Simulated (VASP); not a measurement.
## Cs: single point with r2SCAN

The system is Cs.

```
CELL_PARAMETERS angstrom
-3.00000 3.00000 3.00000
3.00000 -3.00000 3.00000
3.00000 3.00000 -3.00000
ATOMIC_POSITIONS crystal
Cs 0.00000 0.00000 0.00000
```

* Program: VASP 6.6.1
* Task: single point
* Functional: r2SCAN
* Potentials or basis: VASP PAW PBE potentials, release 64 (Cs_sv)
* Cutoff: 520 eV
* k mesh: 7 × 7 × 7
* Occupations: fermi-dirac, width 0.05 eV
* Spin: no spin polarisation

```yaml
Pressure: 0.3 GPa
```

Levels at points of the mesh, in eV from the Fermi level:
```
           k point  band 1  band 2  band 3  band 4  band 5  band 6  band 7  band 8  band 9  band 10
(0.00, 0.00, 0.00)  -24.78  -11.13  -11.13  -11.13   -1.85    2.83    2.83    2.83    3.74     3.74
```

Run time: 50 s on 1 thread of Intel(R) Xeon(R) 6975P-C (Granite Rapids), on a shared host, peak memory 0.26 GiB.

Caveat: the PAW data sets were made with another functional, which shifts forces and pressure a little; spin-orbit coupling is left out, which moves the levels of the heavy elements.
